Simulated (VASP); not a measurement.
A run of VASP 6.6.1 is set up as follows.

INCAR

```
SYSTEM = Al
  PREC = Accurate
  ENCUT = 520
  EDIFF = 1E-6
  ISMEAR = -1
  SIGMA = 0.1
  LREAL = .FALSE.
  LASPH = .TRUE.
  NELM = 60
  ALGO = Normal
  ISIF = 2
  LWAVE = .FALSE.
  LCHARG = .FALSE.
  GGA = B5
  ALDAX = 1.0
  AGGAX = 1.0
  AGGAC = 1.0
  ALDAC = 0.0
  NBANDS = 10
```

Contents of KPOINTS:

```
regular mesh
0
G
  10 10 10
  0 0 0
```

POSCAR

```
Al
1.0
    0.0000000000      3.0375234716      3.0375234716
    3.0375234716      0.0000000000      3.0375234716
    3.0375234716      3.0375234716      0.0000000000
Al
2
Direct
    0.1250000000      0.1250000000      0.1250000000
    0.8750000000      0.8750000000      0.8750000000
```

Potentials or basis: VASP PAW PBE potentials, release 64 (Al).

Run with:

```bash
$ cat potpaw_PBE.64/Al/POTCAR > POTCAR
$ mpirun -np 1 vasp_std > vasp.out
```

Question: What does it give for the band gap on the k mesh?

Answer: Zero (band 3 reaches 5.15 eV, above the bottom of band 4 at 1.95 eV).

Question: What does it give for the pressure?

Answer: 1.4 GPa.

Caveat: the PAW data sets were made with another functional, which shifts forces and pressure a little.
